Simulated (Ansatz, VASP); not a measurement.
## Al: VASP beside Ansatz

Contents of POSCAR:

```
Al
1.0
   -1.6309991572      1.6309991572      1.5116577555
    1.6309991572     -1.6309991572      1.5116577555
    1.6309991572      1.6309991572     -1.5116577555
Al
1
Direct
    0.0000000000      0.0000000000      0.0000000000
```

File INCAR.step1:

```
PREC     = Accurate       # precision mode
ENCUT    = 520            # plane-wave cutoff, eV
ISMEAR   = 0              # smearing method
SIGMA    = 0.15           # smearing width, eV
LREAL    = False          # projectors in reciprocal space
LASPH    = True           # aspherical terms in the spheres
NELM     = 80             # most SCF steps
NBANDS   = 8              # bands
GGA      = PE             # functional
ALGO     = Normal         # electronic algorithm
EDIFF    = 1E-4           # SCF threshold, eV
LWAVE    = True           # write WAVECAR
LCHARG   = False          # write CHGCAR
```

File INCAR.step2:

```
PREC     = Accurate       # precision mode
ENCUT    = 520            # plane-wave cutoff, eV
EDIFF    = 1E-6           # SCF threshold, eV
ISMEAR   = 0              # smearing method
SIGMA    = 0.15           # smearing width, eV
LREAL    = False          # projectors in reciprocal space
LASPH    = True           # aspherical terms in the spheres
NELM     = 80             # most SCF steps
ALGO     = Normal         # electronic algorithm
ISIF     = 2              # what is computed and relaxed
LWAVE    = False          # write WAVECAR
LCHARG   = False          # write CHGCAR
METAGGA  = R2SCAN         # meta-GGA
LMIXTAU  = True         
NBANDS   = 8              # bands
ISTART   = 1
```

Contents of KPOINTS:

```
regular mesh
0
Gamma
  20 20 20
```

Input for Ansatz:

```yaml
crystal:
  lattice:
    - [-1.6309991572, 1.6309991572, 1.5116577555]
    - [1.6309991572, -1.6309991572, 1.5116577555]
    - [1.6309991572, 1.6309991572, -1.5116577555]
  atoms:
    - { symbol: Al, position: [0.0, 0.0, 0.0] }
basis:
  ecutwfc: 500
kpoints:
  mp_grid: { grid: [20, 20, 20] }
hamiltonian:
  xc: r2scan
scf:
  occupations: { method: gaussian, width: 0.15 }
output:
  forces: true
  stress: true
  eigenvalues: true
```

Change from the starting cell: strain +0.025 along x and y, -0.050 along z, atoms carried along.

Alike in both runs: task single point; functional r2SCAN; k mesh 20 × 20 × 20; occupations gaussian, width 0.15 eV; no spin polarisation.

```csv
,VASP,Ansatz
version,VASP 6.6.1,Ansatz 0.2.0
potentials or method,"VASP PAW PBE potentials, release 64 (Al), cutoff 520 eV","scalar-relativistic, plane waves, PAW"
valence electrons in the cell,3,3
```

```tsv
	VASP	Ansatz	Ansatz less VASP
gap on the k mesh at the Fermi level (eV)	none	none	-
pressure (GPa)	0.3	0.6	+0.31
traceless stress, the component that is largest in VASP (GPa)	-1.29	-1.29	+0.006
```

VASP's potentials were made for PBE, not for r2SCAN. A gap of «none» marks a metal or a gap that the smearing closes.
